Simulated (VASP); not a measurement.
Input of a VASP 6.6.1 run:

Contents of POSCAR:

```
TiAl3
1.0
    3.9556712500      0.0000000000      0.0741688359
    0.0000000000      3.9556712500      0.0000000000
    0.0741688359      0.0000000000      3.9556712500
Ti Al
1 3
Direct
    0.0000000000      0.0000000000      0.0000000000
    0.5000000000      0.5000000000      0.0000000000
    0.5000000000      0.0000000000      0.5000000000
    0.0000000000      0.5000000000      0.5000000000
```

INCAR.step1

```
SYSTEM = TiAl3
  ALGO = Normal
  EDIFF = 1E-4
  ENCUT = 520
  GGA = PE
  ISMEAR = 0
  LASPH = .TRUE.
  LCHARG = .FALSE.
  LREAL = .FALSE.
  LWAVE = .TRUE.
  NBANDS = 18
  NELM = 100
  PREC = Accurate
  SIGMA = 0.15
```

File INCAR.step2:

```
SYSTEM = TiAl3
  ALGO = Normal
  EDIFF = 1E-6
  ENCUT = 520
  ISIF = 2
  ISMEAR = 0
  ISTART = 1
  LASPH = .TRUE.
  LCHARG = .FALSE.
  LMIXTAU = .TRUE.
  LREAL = .FALSE.
  LWAVE = .FALSE.
  METAGGA = R2SCAN
  NBANDS = 18
  NELM = 100
  PREC = Accurate
  SIGMA = 0.15
```

File KPOINTS:

```
k-points
0
G
  12 12 12
  0 0 0
```

Potentials or basis: VASP PAW PBE potentials, release 64 (Ti_sv, Al).

Run with:

```bash
$ cat potpaw_PBE.64/Ti_sv/POTCAR potpaw_PBE.64/Al/POTCAR > POTCAR
$ cp INCAR.step1 INCAR
$ mpirun -np 1 vasp_std > vasp.out
$ cp INCAR.step2 INCAR
$ mpirun -np 1 vasp_std > vasp.out
```

(1) Predict the band gap on the k mesh.

(2) Predict the pressure.

Answers

(1) zero (an odd number of electrons rules out a gap without spin polarisation).

(2) 0.2 GPa.

Caveat: the cell differs from its parent crystal (strain +0.0375 x Voigt [0, 0, 0, 0, 1, 0]); the PAW data sets were made with another functional, which shifts forces and pressure a little.
